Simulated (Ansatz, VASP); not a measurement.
As in VASP and in Ansatz

INCAR

```
SYSTEM = As
PREC = Accurate
ENCUT = 510
EDIFF = 1E-6
ISMEAR = 0
SIGMA = 0.1
LREAL = .False.
LASPH = .True.
NELM = 120
ALGO = Normal
ISIF = 2
LWAVE = .False.
LCHARG = .False.
GGA = PE
NBANDS = 70
GGA_COMPAT = .False.
```

KPOINTS

```
regular mesh
0
Gamma
  4 2 1
  0 0 0
```

File POSCAR:

```
As
1.0
    1.8041395574     -3.1248613774      0.0000000000
   -5.4124186722     -3.1248613774      0.0000000000
    0.0000000000      0.0000000000    -12.0291915137
As
8
Direct
    0.0000000000      0.0000000000      0.2003335126
    0.5000000000      0.5000000000      0.2003335126
    0.0000000000      0.0000000000      0.7996664874
    0.5000000000      0.5000000000      0.7996664874
    0.5000000000      0.8333333333      0.3159339450
    1.0000000000      0.3333333333      0.3159339450
    0.0000000000      0.6666666667      0.6840660550
    0.5000000000      0.1666666667      0.6840660550
```

Input for Ansatz:

```yaml
crystal:
  lattice:
    - [1.8041395574, -3.1248613774, 0.0]
    - [-5.4124186722, -3.1248613774, 0.0]
    - [0.0, 0.0, -12.0291915137]
  atoms:
    - { symbol: As, position: [0.0, 0.0, 0.2003335126] }
    - { symbol: As, position: [0.5, 0.5, 0.2003335126] }
    - { symbol: As, position: [0.0, 0.0, 0.7996664874] }
    - { symbol: As, position: [0.5, 0.5, 0.7996664874] }
    - { symbol: As, position: [0.5, 0.8333333333, 0.315933945] }
    - { symbol: As, position: [1.0, 0.3333333333, 0.315933945] }
    - { symbol: As, position: [0.0, 0.6666666667, 0.684066055] }
    - { symbol: As, position: [0.5, 0.1666666667, 0.684066055] }
basis:
  ecutwfc: 420
kpoints:
  mp_grid: { grid: [4, 2, 1] }
hamiltonian:
  xc: pbe
scf:
  occupations: { method: gaussian, width: 0.1 }
  lower_state_search: "off"
output:
  forces: true
  stress: true
  eigenvalues: true
```

Alike in both runs: task single point; functional PBE; k mesh 4 × 2 × 1; occupations gaussian, width 0.1 eV; no spin polarisation.

|  | VASP | Ansatz |
| --- | --- | --- |
| version | VASP 6.6.1 | Ansatz 0.2.0 |
| potentials or method | VASP PAW PBE potentials, release 64 (As_d), cutoff 510 eV | scalar-relativistic, plane waves, PAW |
| valence electrons in the cell | 120 | 120 |

|  | VASP | Ansatz | Ansatz less VASP |
| --- | --- | --- | --- |
| gap on the k mesh at the Fermi level (eV) | 1.62 | 1.63 | +0.012 |
| least direct gap on the mesh (eV) | 1.70 | 1.72 | +0.020 |
| pressure (GPa) | 0.3 | 0.2 | -0.08 |
| traceless stress, the component that is largest in VASP (GPa) | -0.65 | -0.64 | +0.002 |
| rms of the force components (eV/Å) | 0.023 | 0.014 | -0.0091 |

Atom by atom the forces differ by 0.015 eV/Å (rms over components). The functional is the same, so the differences come from potentials, cutoffs and numerics.

The k mesh is coarse, so the values compare programs but aren't converged.
